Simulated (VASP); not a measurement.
# MnO (Fm-3m) in VASP: notebook

Aim: see how the results for MnO move with the level of theory and the settings. Levels: BLYP, SVWN5, PBEsol. Tasks: relaxation of cell and atoms, single point.

Program: VASP 6.6.1. These are calculated values, not measurements. Logs are shortened: lines on timing, memory, paths and dates and some standing lists are left out, and cuts for length are marked.

## (1) The cell of the first run

It takes space group Fm-3m (No. 225, cubic). Conventional cell: a = 4.448 Å, b = 4.448 Å, c = 4.448 Å, α = 90.00°, β = 90.00°, γ = 90.00°. Mn (site symmetry m-3m) has 6 O at 2.22 Å within 2.9 Å. Within 2.9 Å of O (site symmetry m-3m) lie 6 Mn at 2.22 Å.

## (2) Relaxation of cell and atoms, BLYP, collinear spin, ferromagnetic start

INCAR reads:

```
SYSTEM = MnO
PREC = Accurate ; ENCUT = 600
EDIFF = 1E-7 ; ISMEAR = -1
SIGMA = 0.05 ; LREAL = .FALSE.
LASPH = .TRUE. ; NELM = 150
ALGO = Normal ; ISIF = 3
LWAVE = .FALSE. ; LCHARG = .FALSE.
ISPIN = 2 ; MAGMOM = 4 0
LORBIT = 11 ; LMAXMIX = 4
GGA = B5 ; ALDAX = 1.0
AGGAX = 1.0 ; AGGAC = 1.0
ALDAC = 0.0 ; IBRION = 2
NSW = 60 ; EDIFFG = -0.01
```

KPOINTS reads:

```
regular mesh
0
G
  10 10 10
  0 0 0
```

POSCAR reads:

```
MnO
1.0
    0.0000000000      2.2239077028      2.2239077028
    2.2239077028      0.0000000000      2.2239077028
    2.2239077028      2.2239077028      0.0000000000
Mn O
1 1
Direct
    0.0000000000      0.0000000000      0.0000000000
    0.5000000000      0.5000000000      0.5000000000
```

Potentials or basis: VASP PAW PBE potentials, release 64 (Mn_pv, O).

Command:

```bash
$ cat potpaw_PBE.64/Mn_pv/POTCAR potpaw_PBE.64/O/POTCAR > POTCAR
$ mpirun -np 1 vasp_std > vasp.out
```

OUTCAR:

```text
SYSTEM = MnO
   PREC = Accurate
   ENCUT = 600
   EDIFF = 1E-7
   ISMEAR = -1
   LREAL = .FALSE.
   LASPH = .TRUE.
   NELM = 150
   ISIF = 3
   ISPIN = 2
   LORBIT = 11
   GGA = B5
   IBRION = 2
   NSW = 60
   EDIFFG = -0.01

 ion  position               nearest neighbor table
   1  0.000  0.000  0.000-   2 2.22   2 2.22   2 2.22   2 2.22   2 2.22   2 2.22
   2  0.500  0.500  0.500-   1 2.22   1 2.22   1 2.22   1 2.22   1 2.22   1 2.22

  LATTYP: Found a face centered cubic cell.
 ALAT       =     4.4478154056

  Lattice vectors:

 A1 = (   0.0000000000,   2.2239077028,   2.2239077028)
 A2 = (   2.2239077028,   0.0000000000,   2.2239077028)
 A3 = (   2.2239077028,   2.2239077028,   0.0000000000)

Analysis of symmetry for initial positions (statically):
=====================================================================
 Subroutine PRICEL returns:
 Original cell was already a primitive cell.

 Routine SETGRP: Setting up the symmetry group for a
 face centered cubic supercell.

 Subroutine GETGRP returns: Found 48 space group operations
 (whereof 48 operations were pure point group operations)
 out of a pool of 48 trial point group operations.

The static configuration has the point symmetry O_h .

Analysis of symmetry for dynamics (positions and initial velocities):
=====================================================================
 Subroutine PRICEL returns:
 Original cell was already a primitive cell.

 Routine SETGRP: Setting up the symmetry group for a
 face centered cubic supercell.

 Subroutine GETGRP returns: Found 48 space group operations
 (whereof 48 operations were pure point group operations)
 out of a pool of 48 trial point group operations.

The dynamic configuration has the point symmetry O_h .

Analysis of structural, dynamic, and magnetic symmetry:
=====================================================================
 Subroutine PRICEL returns:
 Original cell was already a primitive cell.

 Routine SETGRP: Setting up the symmetry group for a
 face centered cubic supercell.

 Subroutine GETGRP returns: Found 48 space group operations
 (whereof 48 operations were pure point group operations)
 out of a pool of 48 trial point group operations.

The overall configuration has the point symmetry O_h .

 Subroutine INISYM returns: Found 48 space group operations
 (whereof 48 operations are pure point group operations),
 and found     1 'primitive' translations

----------------------------------------------------------------------------------------

                                     Primitive cell

  volume of cell :      21.9979
[... 121 lines left out ...]
 spin polarized calculation
  energy-cutoff  :      600.00
  volume of cell :       22.00
 maximum number of plane-waves:       754
 NGX is ok and might be reduce to    28
   NGX = 13   NGY = 13   NGZ = 13

--------------------------------------- Ionic step        1  -------------------------------------------

 number of electron      18.9999997 magnetization       4.7033494

 Free energy of the ion-electron system (eV)
  ---------------------------------------------------
  ext. energy  EPLUGINS =         0.00000000
  ---------------------------------------------------
  free energy    TOTEN  =       -15.29233622 eV

  energy without entropy =      -15.28134473  energy(sigma->0) =      -15.28684048

------------------------ aborting loop because EDIFF is reached ----------------------------------------

  FORCE on cell =-STRESS in cart. coord.  units (eV):
  Direction    XX          YY          ZZ          XY          YZ          ZX
  --------------------------------------------------------------------------------------
  -------------------------------------------------------------------------------------
  Total        0.5149400      0.5149400      0.5149400      0.0000000      0.0000000      0.0000000
  in kB       37.5048037     37.5048037     37.5048037      0.0000000      0.0000000      0.0000000
  external PRESSURE =      37.5048037 kB  Pullay stress =       0.0000000 kB
[... 59 lines left out ...]
--------------------------------------- Ionic step        3  -------------------------------------------

 number of electron      18.9999992 magnetization       4.7973529

 Free energy of the ion-electron system (eV)
  ---------------------------------------------------
  ext. energy  EPLUGINS =         0.00000000
  ---------------------------------------------------
  free energy    TOTEN  =       -15.30218510 eV

  energy without entropy =      -15.29476676  energy(sigma->0) =      -15.29847593

 E-fermi :   7.3673     XC(G=0): -11.1350

 val. band max:        7.3647700515   @ k =   0.4000   0.0000   0.0000
 cond. band min:       7.4843251054   @ k =  -0.4000   0.4000   0.0000
 fundamental gap:      0.1195550539
 Fermi energy:         7.3673305647

 spin component 1

 k-point     1 :       0.0000    0.0000    0.0000
  band No.  band energies     occupation
      1     -42.7436      1.00000
      2     -42.7436      1.00000
      3     -42.7436      1.00000
      4     -12.4356      1.00000
      5       3.8156      1.00000
      6       3.8156      1.00000
      7       3.8156      1.00000
      8       4.3629      1.00000
      9       4.3629      1.00000
     10       4.3629      1.00000
     11       4.8442      1.00000
     12       4.8442      1.00000
     13       7.1955      0.96882
     14      22.1762      0.00000
[... 403 lines left out ...]
      4     -11.6966      1.00000
      5       0.6795      1.00000
      6       2.4308      1.00000
      7       2.6581      1.00000
      8       3.9564      1.00000
      9       5.2551      1.00000
     10       5.4730      1.00000
     11       5.6349      1.00000
     12       6.0096      1.00000
     13      12.2403      0.00000
     14      16.3238      0.00000
     15      17.9930      0.00000

 [... further k-points ...]

 spin component 2

 k-point     1 :       0.0000    0.0000    0.0000
  band No.  band energies     occupation
      1     -38.2121      1.00000
      2     -38.2121      1.00000
      3     -38.2121      1.00000
      4     -12.0014      1.00000
      5       4.2306      1.00000
      6       4.2306      1.00000
      7       4.2306      1.00000
      8       8.0448      0.00000
      9       8.0448      0.00000
     10       8.0448      0.00000
     11       8.1912      0.00000
     12       8.6392      0.00000
     13       8.6392      0.00000
     14      22.4876      0.00000
[... 444 lines left out ...]
  FREE ENERGIE OF THE ION-ELECTRON SYSTEM (eV)
  ---------------------------------------------------
  free  energy   TOTEN  =       -15.3021851018 eV

  energy  without entropy=      -15.2947667623  energy(sigma->0) =      -15.29847593

 reached required accuracy - stopping structural energy minimisation

 total charge

# of ion       s       p       d       tot
------------------------------------------
    1        0.195   6.164   4.991  11.350
    2        1.548   3.422   0.000   4.971
--------------------------------------------------
tot          1.743   9.586   4.991  16.321

 magnetization (x)

# of ion       s       p       d       tot
------------------------------------------
    1        0.026   0.017   4.298   4.342
    2        0.029   0.206   0.000   0.235
--------------------------------------------------
tot          0.056   0.223   4.298   4.577
```

OSZICAR:

```text
N       E                     dE             d eps       ncg     rms          rms(c)
DAV:   1     0.174569652931E+03    0.17457E+03   -0.12106E+04  2820   0.164E+03
DAV:   2    -0.928828307556E+01   -0.18386E+03   -0.17359E+03  3093   0.413E+02
[... 29 lines left out ...]
DAV:   2    -0.153021902887E+02    0.95424E-03   -0.23460E-03  2820   0.699E-01    0.245E-01
DAV:   3    -0.153021997399E+02   -0.94512E-05   -0.20152E-04  2883   0.153E-01    0.833E-02
DAV:   4    -0.153021903656E+02    0.93743E-05   -0.45834E-06  2848   0.218E-02    0.380E-02
DAV:   5    -0.153021852017E+02    0.51639E-05   -0.53540E-06  2883   0.257E-02    0.117E-02
DAV:   6    -0.153021850970E+02    0.10463E-06   -0.10861E-06  2890   0.111E-02    0.111E-03
DAV:   7    -0.153021851018E+02   -0.47339E-08   -0.47012E-08  1998   0.261E-03
   3 F= -.15302185E+02 E0= -.15298476E+02  d E =-.984888E-02  mag=     4.7973
```

It took 3.2 min on 1 thread of AMD EPYC 7R13 (Zen 3), shared host; peak memory 0.16 GiB.

What came out:

```yaml
Free_energy: -15.3022 eV
Relaxed_volume: 11.39 Å³/atom
Relaxed_cell: a = 3.182 Å, b = 3.182 Å, c = 3.182 Å, α = 60.00°, β = 60.00°, γ = 60.00°
Space_group_after_relaxing_to_0.05_Å: Fm-3m (No. 225)
Energy_gained_by_relaxing: 4.9 meV/atom
Ionic_steps: 3
Pressure_after_relaxing: 0.0 GPa
Net_moment: 4.80 μB per cell
Site_moments: Mn +4.34; O +0.23 μB
Valence_electrons_inside_the_program's_atomic_spheres: Mn 11.35; O 4.97
```

Step by step:
| step | energy change (eV) | largest force (eV/Å) | pressure (GPa) | volume (Å³) |
| --- | --- | --- | --- | --- |
| 1 | 0.0000 | 0.0000 | 3.75 | 22.00 |
| 2 | -0.0098 | 0.0000 | -0.26 | 22.83 |
| 3 | -0.0098 | 0.0000 | -0.03 | 22.78 |

Final structure:
```yaml
crystal:
  lattice:
    - [0.00000, 2.25005, 2.25005]
    - [2.25005, 0.00000, 2.25005]
    - [2.25005, 2.25005, 0.00000]
  atoms:
    - { symbol: Mn, position: [0.00000, 0.00000, 0.00000] }
    - { symbol: O, position: [0.50000, 0.50000, 0.50000] }
```

Levels at points of the mesh, in eV from the Fermi level:
Spin up:
| k point | band 9 | band 10 | band 11 | band 12 | band 13 | band 14 | band 15 |
| --- | --- | --- | --- | --- | --- | --- | --- |
| (0.00, 0.00, 0.00) | -3.00 | -3.00 | -2.52 | -2.52 | -0.17 | 14.81 | 16.53 |
| (0.50, 0.00, 0.00) | -2.20 | -1.79 | 0.18 | 0.18 | 4.02 | 7.68 | 12.03 |
| (0.50, 0.50, 0.00) | -2.14 | -1.96 | -1.96 | -1.85 | 5.07 | 8.06 | 10.87 |
Spin down:
| k point | band 3 | band 4 | band 5 | band 6 | band 7 | band 8 | band 9 | band 10 | band 11 | band 12 |
| --- | --- | --- | --- | --- | --- | --- | --- | --- | --- | --- |
| (0.00, 0.00, 0.00) | -45.58 | -19.37 | -3.14 | -3.14 | -3.14 | 0.68 | 0.68 | 0.68 | 0.82 | 1.27 |
| (0.50, 0.00, 0.00) | -45.59 | -18.48 | -6.99 | -4.58 | -4.58 | 1.81 | 1.81 | 1.81 | 3.45 | 3.45 |
| (0.50, 0.50, 0.00) | -45.61 | -18.51 | -6.03 | -4.07 | -4.07 | -0.72 | 1.82 | 1.99 | 2.22 | 2.22 |

Caveat: the PAW data sets were made with another functional, which shifts forces and pressure a little; a cell with one magnetic atom can't hold antiferromagnetic order, which such compounds often take; semilocal functionals often make such compounds metallic where correlation or magnetic order opens a gap, which also shifts bond lengths. With open d or f shells a metallic result of BLYP can be an artefact of self-interaction; +U or a hybrid may open a gap.

## (3) Relaxation of cell and atoms, SVWN5, collinear spin, ferromagnetic start

INCAR reads:

```
SYSTEM = MnO
  ALGO = Normal
  EDIFF = 1E-7
  EDIFFG = -0.01
  ENCUT = 600
  GGA = VW
  IBRION = 2
  ISIF = 3
  ISMEAR = -1
  ISPIN = 2
  LASPH = .True.
  LCHARG = .False.
  LMAXMIX = 4
  LORBIT = 11
  LREAL = .False.
  LWAVE = .False.
  MAGMOM = 4 0
  NELM = 150
  NSW = 60
  PREC = Accurate
  SIGMA = 0.05
```

KPOINTS reads:

```
k-points
0
Gamma
  10 10 10
  0 0 0
```

POSCAR is that of step 2.

Potentials or basis: VASP PAW PBE potentials, release 64 (Mn_pv, O).

Command:

```bash
$ cat potpaw_PBE.64/Mn_pv/POTCAR potpaw_PBE.64/O/POTCAR > POTCAR
$ mpirun -np 1 vasp_std > vasp.out
```

OUTCAR:

```text
SYSTEM = MnO
   EDIFF = 1E-7
   EDIFFG = -0.01
   ENCUT = 600
   GGA = VW
   IBRION = 2
   ISIF = 3
   ISMEAR = -1
   ISPIN = 2
   LASPH = .True.
   LORBIT = 11
   LREAL = .False.
   NELM = 150
   NSW = 60
   PREC = Accurate

 ion  position               nearest neighbor table
   1  0.000  0.000  0.000-   2 2.22   2 2.22   2 2.22   2 2.22   2 2.22   2 2.22
   2  0.500  0.500  0.500-   1 2.22   1 2.22   1 2.22   1 2.22   1 2.22   1 2.22

  LATTYP: Found a face centered cubic cell.
 ALAT       =     4.4478154056

  Lattice vectors:

 A1 = (   0.0000000000,   2.2239077028,   2.2239077028)
 A2 = (   2.2239077028,   0.0000000000,   2.2239077028)
 A3 = (   2.2239077028,   2.2239077028,   0.0000000000)

Analysis of symmetry for initial positions (statically):
=====================================================================
 Subroutine PRICEL returns:
 Original cell was already a primitive cell.

 Routine SETGRP: Setting up the symmetry group for a
 face centered cubic supercell.
[... 698 lines left out ...]
     10       8.4010      1.00000
     11       8.4791      1.00000
     12       9.1781      0.99998
     13      16.0046      0.00000
     14      20.1565      0.00000
     15      21.3722      0.00000

 [... further k-points ...]

 spin component 2

 k-point     1 :       0.0000    0.0000    0.0000
  band No.  band energies     occupation
      1     -36.6988      1.00000
      2     -36.6988      1.00000
      3     -36.6988      1.00000
      4     -11.8643      1.00000
      5       5.1848      1.00000
      6       5.1848      1.00000
      7       5.1848      1.00000
      8       9.1274      0.99999
      9       9.1274      0.99999
     10       9.1274      0.99999
     11       9.8846      0.02942
     12       9.8846      0.02942
     13      11.2668      0.00000
     14      24.8512      0.00000
[... 444 lines left out ...]
  FREE ENERGIE OF THE ION-ELECTRON SYSTEM (eV)
  ---------------------------------------------------
  free  energy   TOTEN  =         1.6087229209 eV

  energy  without entropy=        1.6215645217  energy(sigma->0) =        1.61514372

 reached required accuracy - stopping structural energy minimisation

 total charge

# of ion       s       p       d       tot
------------------------------------------
    1        0.242   6.252   5.174  11.668
    2        1.546   3.447   0.000   4.993
--------------------------------------------------
tot          1.788   9.699   5.174  16.661

 magnetization (x)

# of ion       s       p       d       tot
------------------------------------------
    1        0.024   0.017   3.236   3.277
    2        0.029   0.086   0.000   0.115
--------------------------------------------------
tot          0.053   0.103   3.236   3.392
```

OSZICAR:

```text
N       E                     dE             d eps       ncg     rms          rms(c)
DAV:   1     0.188316042944E+03    0.18832E+03   -0.12051E+04  2828   0.164E+03
DAV:   2     0.797110944944E+01   -0.18034E+03   -0.17075E+03  3100   0.409E+02
[... 44 lines left out ...]
DAV:   6     0.160871120573E+01   -0.66767E-04   -0.86958E-06  2918   0.434E-02    0.160E-02
DAV:   7     0.160871880588E+01    0.76002E-05   -0.20248E-06  3016   0.172E-02    0.262E-03
DAV:   8     0.160871993476E+01    0.11289E-05   -0.76633E-08  1845   0.333E-03    0.132E-03
DAV:   9     0.160872177357E+01    0.18388E-05   -0.10674E-08  1410   0.109E-03    0.841E-04
DAV:  10     0.160872298896E+01    0.12154E-05   -0.99995E-10  1410   0.435E-04    0.107E-04
DAV:  11     0.160872292095E+01   -0.68010E-07   -0.21079E-10  1410   0.172E-04
   3 F= 0.16087229E+01 E0= 0.16151437E+01  d E =-.286050E+00  mag=     3.5108
```

Run time: 4.3 min. Hardware: 1 thread of AMD EPYC 7R13 (Zen 3), shared host; peak memory 0.14 GiB.

Results:

```
Free energy                                           : 1.6087 eV
Relaxed volume                                        : 8.98 Å³/atom
Relaxed cell                                          : a = 2.940 Å, b = 2.940 Å, c = 2.940 Å, α = 60.00°, β = 60.00°, γ = 60.00°
Space group after relaxing (to 0.05 Å)                : Fm-3m (No. 225)
Energy gained by relaxing                             : 143.0 meV/atom
Ionic steps                                           : 3
Pressure after relaxing                               : -0.1 GPa
Net moment                                            : 3.51 μB per cell
Site moments                                          : Mn +3.28; O +0.12 μB
Valence electrons inside the program's atomic spheres : Mn 11.67; O 4.99
```

Step by step:
```tsv
step	energy change (eV)	largest force (eV/Å)	pressure (GPa)	volume (Å³)
1	0.0000	0.0000	-20.10	22.00
2	-0.2862	0.0000	0.59	17.89
3	-0.2860	0.0000	-0.08	17.97
```

Final structure:
```
Mn O
1.0
     0.00000    2.07883    2.07883
     2.07883    0.00000    2.07883
     2.07883    2.07883    0.00000
Mn O
1 1
Direct
  0.00000 0.00000 0.00000
  0.50000 0.50000 0.50000
```

Caveat: the volume moved by over 15 % at a fixed basis, so the end points are rough; the PAW data sets were made with another functional, which shifts forces and pressure a little; a cell with one magnetic atom can't hold antiferromagnetic order, which such compounds often take; semilocal functionals often make such compounds metallic where correlation or magnetic order opens a gap, which also shifts bond lengths.

(Continued in part 2 of 2.)
